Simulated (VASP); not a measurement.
Input of a VASP 6.6.1 run:

Contents of INCAR:

```
SYSTEM = CS2
PREC = Accurate
ENCUT = 910
EDIFF = 1E-6
ISMEAR = -1
SIGMA = 0.05
LREAL = .FALSE.
LASPH = .TRUE.
NELM = 120
ALGO = Normal
ISIF = 2
LWAVE = .FALSE.
LCHARG = .FALSE.
GGA = PE
IVDW = 12
NBANDS = 25
GGA_COMPAT = .FALSE.
```

File KPOINTS:

```
regular mesh
0
G
  6 6 3
  0 0 0
```

Contents of POSCAR:

```
CS2
1.0
    3.6457880000     -2.9943140000      0.0000000000
    3.6457880000      2.9943140000      0.0000000000
    0.0000000000      0.0000000000      9.8512570000
S C
4 2
Direct
    0.1815210000      0.8184790000      0.8868670000
    0.3184790000      0.6815210000      0.3868670000
    0.6815210000      0.3184790000      0.6131330000
    0.8184790000      0.1815210000      0.1131330000
    0.5000000000      0.5000000000      0.5000000000
    0.0000000000      0.0000000000      0.0000000000
```

Potentials or basis: VASP PAW PBE potentials, release 64 (S, C_h).

Run with:

```console
$ cat potpaw_PBE.64/S/POTCAR potpaw_PBE.64/C_h/POTCAR > POTCAR
$ mpirun -np 1 vasp_std > vasp.out
```

Task: Estimate the band gap on the k mesh.

Result: 3.43 eV.

Task: What does it give for the dispersion energy per atom?

Result: -0.105 eV.

Task: Predict the pressure.

Result: -0.6 GPa.

Forces on the atoms (eV/Å):
```
S    0.000 -0.002  0.002
S    0.000  0.002  0.002
S    0.000 -0.002 -0.002
S    0.000  0.002 -0.002
C    0.000  0.000  0.000
C    0.000  0.000  0.000
```

Caveat: three body term missing. A k mesh can miss the band edges.
